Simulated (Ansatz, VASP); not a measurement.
# AlAu2: VASP beside Ansatz

```
Al Au
1.0
    -1.61930    1.61930    3.98245
     1.61930   -1.61930    3.98245
     1.61930    1.61930   -3.98245
Al Au
1 2
Cartesian
  0.0000 0.0000 0.0000
  0.0000 0.0000 5.2333
  0.0000 0.0000 2.7316
```

Alike in both runs: task single point; functional LDA; k mesh 16 × 16 × 16; occupations gaussian, width 0.15 eV; no spin polarisation.

|  | VASP | Ansatz |
| --- | --- | --- |
| version | VASP 6.6.1 | Ansatz 0.2.0 |
| potentials or method | VASP PAW LDA potentials, release 64 (Al, Au), cutoff 520 eV | scalar-relativistic, plane waves, PAW |
| valence electrons in the cell | 25 | 41 |

VASP gave:

| Property | Result |
| --- | --- |
| gap on the k mesh at the Fermi level (eV) | none |
| rms of the force components (eV/Å) | 0.658 |

Task: Which values does Ansatz return?

Result: gap on the k mesh at the Fermi level (eV): none; rms of the force components (eV/Å): 0.650.

LDA's correlation is that of Perdew and Zunger in VASP and of Perdew and Wang (1992) in Ansatz. Atom by atom the forces differ by 0.008 eV/Å (rms over components). A gap of «none» marks a metal or a gap that the smearing closes. VASP's potentials hold 25 valence electrons a cell and Ansatz's 41, so a difference there can come from the potentials and not from the codes.

Spin-orbit coupling is off throughout.
